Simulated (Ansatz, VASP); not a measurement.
One calculation of HfO2, two programs

```
Hf O
1.0
     5.29454    0.00000    0.00000
     0.00000    5.06976    0.00000
     0.00000    0.00000    5.10187
Hf O
4 8
Direct
  0.00000 0.26748 0.20433
  0.50000 0.26748 0.70433
  0.50000 0.73252 0.20433
  0.00000 0.73252 0.70433
  0.36787 0.00000 0.45433
  0.13213 0.00000 0.95433
  0.73395 0.50000 0.45433
  0.76605 0.50000 0.95433
  0.26605 0.50000 0.95433
  0.23395 0.50000 0.45433
  0.86787 0.00000 0.45433
  0.63213 0.00000 0.95433
```

Change from the starting cell: polar distortion scaled by 0.00.

Alike in both runs: task single point; functional PBE; k mesh 4 × 6 × 6; no spin polarisation.

|  | VASP | Ansatz |
| --- | --- | --- |
| version | VASP 6.6.1 | Ansatz 0.2.0 |
| potentials or method | VASP PAW PBE potentials, release 64 (Hf_pv, O), cutoff 600 eV | scalar-relativistic, plane waves, PAW |
| occupations | gaussian, width 0.01 eV | fixed |
| valence electrons in the cell | 88 | 152 |

|  | VASP | Ansatz | Ansatz less VASP |
| --- | --- | --- | --- |
| gap on the k mesh at the Fermi level (eV) | 3.94 | 3.99 | +0.058 |
| least direct gap on the mesh (eV) | 3.95 | 4.00 | +0.054 |
| pressure (GPa) | 3.5 | 6.9 | +3.41 |
| traceless stress, the component that is largest in VASP (GPa) | -0.57 | -0.83 | -0.256 |
| rms of the force components (eV/Å) | 0.323 | 0.338 | +0.0148 |

Atom by atom the forces differ by 0.025 eV/Å (rms over components). VASP's potentials hold 88 valence electrons a cell and Ansatz's 152, so a difference there can come from the potentials and not from the codes.

Neither program's run includes spin-orbit coupling.
